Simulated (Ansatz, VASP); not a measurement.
# BAs: VASP beside Ansatz

```xyz
2
Lattice="0.0000 2.3885 2.3885 2.4721 0.0000 2.3885 2.4721 2.3885 0.0000" Properties=species:S:1:pos:R:3 pbc="T T T"
B     0.0000    0.0000    0.0000
As    3.7081    3.5827    3.5827
```

Change from the starting cell: strain +0.0350 x Voigt [1, 0, 0, 0, 0, 0], atoms carried along.

Alike in both runs: task single point; functional r2SCAN; k mesh 10 × 10 × 10; occupations gaussian, width 0.05 eV; no spin polarisation.

|  | VASP | Ansatz |
| --- | --- | --- |
| version | VASP 6.6.1 | Ansatz 0.2.0 |
| potentials or method | VASP PAW PBE potentials, release 64 (B, As), cutoff 520 eV | scalar-relativistic, plane waves, PAW |
| valence electrons in the cell | 8 | 18 |

|  | VASP | Ansatz | Ansatz less VASP |
| --- | --- | --- | --- |
| gap on the k mesh at the Fermi level (eV) | 1.14 | 1.14 | -0.001 |
| least direct gap on the mesh (eV) | 3.21 | 3.21 | -0.004 |
| pressure (GPa) | -3.8 | -4.0 | -0.18 |
| traceless stress, the component that is largest in VASP (GPa) | -5.20 | -5.20 | -0.005 |

VASP's potentials were made for PBE, not for r2SCAN. VASP's potentials hold 8 valence electrons a cell and Ansatz's 18, so a difference there can come from the potentials and not from the codes.
